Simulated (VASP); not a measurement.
B3AsN2:

```
CELL_PARAMETERS angstrom
2.68758 0.00000 0.00000
-1.34379 2.32751 0.00000
0.00000 0.00000 6.58320
ATOMIC_POSITIONS crystal
N 0.00000 0.00000 0.00000
N 0.33333 0.66667 0.33333
As 0.66667 0.33333 0.66667
B 0.33333 0.66667 0.08333
B 0.66667 0.33333 0.41667
B 0.00000 0.00000 0.75000
```

```yaml
Program: VASP 6.6.1
Task: relaxation of cell and atoms
Functional: PBE
Potentials_or_basis: VASP PAW PBE potentials, release 64 (N, As, B)
Cutoff: 600 eV
k_mesh: 12 × 12 × 4
Occupations: fermi-dirac, width 0.02 eV
Spin: no spin polarisation
```

At the start: pressure 104.8 GPa; volume 6.86 Å³/atom.

Task: How do energy, volume and symmetry change on relaxing?

Result: Over 19 steps the energy falls by 1005.9 meV/atom and the volume is 8.40 Å³/atom (+22.3 %); space group P3m1 (No. 156, to 0.1 Å) before and after.

The path:
```tsv
step	energy change (eV)	largest force (eV/Å)	pressure (GPa)	volume (Å³)
1	0.0000	13.4987	104.77	41.18
2	-0.3047	4.5565	-32.54	74.14
3	-5.3124	4.4016	-7.98	53.12
4	-5.3873	4.3828	-3.53	52.06
5	-5.4165	4.3257	2.25	50.86
6	-5.7688	2.2643	-10.73	53.10
7	-5.9333	0.9337	-7.42	52.29
8	-5.9801	1.4543	3.48	50.13
9	-6.0041	0.6940	-0.79	50.89
10	-6.0309	0.2770	0.87	50.31
11	-6.0312	0.3142	1.05	50.25
12	-6.0342	0.1669	-0.57	50.42
13	-6.0351	0.1464	-0.05	50.37
14	-6.0354	0.0686	0.11	50.36
15	-6.0355	0.0230	0.05	50.36
16	-6.0355	0.0095	0.01	50.37
17	-6.0355	0.0090	0.01	50.37
18	-6.0355	0.0087	0.01	50.37
19	-6.0355	0.0020	0.01	50.38
```

Final structure:
```yaml
crystal:
  lattice:
    - [2.85004, 0.00000, 0.00000]
    - [-1.42502, 2.46821, 0.00000]
    - [0.00000, 0.00000, 7.16142]
  atoms:
    - { symbol: N, position: [0.00000, 0.00000, 0.01748] }
    - { symbol: N, position: [0.33333, 0.66667, 0.30528] }
    - { symbol: As, position: [0.66667, 0.33333, 0.66507] }
    - { symbol: B, position: [0.33333, 0.66667, 0.08755] }
    - { symbol: B, position: [0.66667, 0.33333, 0.37318] }
    - { symbol: B, position: [0.00000, 0.00000, 0.80143] }
```

Caveat: the volume moved by over 15 % at a fixed basis, so the end points are rough.
